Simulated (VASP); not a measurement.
A run of VASP 6.6.1 is set up as follows.

INCAR

```
  PREC = Accurate
  ENCUT = 520
  EDIFF = 1E-6
  ISMEAR = 0
  SIGMA = 0.1
  LREAL = False
  LASPH = True
  NELM = 80
  ALGO = Normal
  ISIF = 2
  LWAVE = False
  LCHARG = False
  LDIPOL = True
  IDIPOL = 3
  DIPOL = 0.5 0.5 0.346
  GGA = PE
  NBANDS = 34
```

File KPOINTS:

```
regular mesh
0
Gamma
  8 8 1
```

File POSCAR:

```
Ti4C
1.0
    3.2555055347      0.0000000000      0.0000000000
    0.0000000000      3.2555055347      0.0000000000
    0.0000000000      0.0000000000     20.1798089631
Ti C
4 1
Direct
    0.5000000000      0.5000000000      0.1982179320
    0.0000000000      0.0000000000      0.2788803788
    0.5000000000      0.5000000000      0.3551905195
    0.0000000000      0.0000000000      0.4301234456
    0.1250000000      0.5000000000      0.4690349729
```

Potentials or basis: VASP PAW PBE potentials, release 64 (Ti_sv, C).

The run is started by

```console
$ cat potpaw_PBE.64/Ti_sv/POTCAR potpaw_PBE.64/C/POTCAR > POTCAR
$ mpirun -np 1 vasp_std > vasp.out
```

(1) Predict the band gap on the k mesh.

(2) Predict the largest force.

## Answers

(1) zero (bands 26 and 27 overlap by 0.45 eV).

(2) 2.418 eV/Å.
